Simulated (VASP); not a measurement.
Co, 4 atoms in the cell. The structure is hexagonal, space group P6_3/mmc (No. 194). The conventional cell has a = 2.357 Å, b = 2.357 Å, c = 8.156 Å, α = 90.00°, β = 90.00°, γ = 120.00°. Within 3.1 Å of Co (site symmetry -3m) lie 12 Co at 2.36 to 2.45 Å. Within 3.1 Å of Co (site symmetry -6m2) lie 12 Co at 2.36 to 2.45 Å.  This cell differs from its parent crystal: biaxial strain in the a-b plane: -4.0 %.

```yaml
Program: VASP 6.6.1
Task: single point
Functional: PBEsol
Potentials_or_basis: VASP PAW PBE potentials, release 64 (Co)
Cutoff: 520 eV
k_mesh: 24 × 24 × 8
Occupations: gaussian, width 0.1 eV
Spin: collinear spin, ferromagnetic start
Starting_moments: "[1.83, 1.83, 1.83, 1.83] μB"
Dipole_correction: no
Further_INCAR_settings: ALGO = Normal; EDIFF = 1e-06; NBANDS = 30
```

Potentials or basis: VASP PAW PBE potentials, release 64 (Co).

Command:

```bash
$ cat potpaw_PBE.64/Co/POTCAR > POTCAR
$ mpirun -np 1 vasp_std > vasp.out
```

Hardware: 1 thread of Oxide Virtual Turin-like Processor, on a shared host.

Estimate the wall time of this run.

It took 14 min on 1 thread of Oxide Virtual Turin-like Processor (shared host), peak memory 0.5 GiB. Counts: scf iterations 17, k points 305.
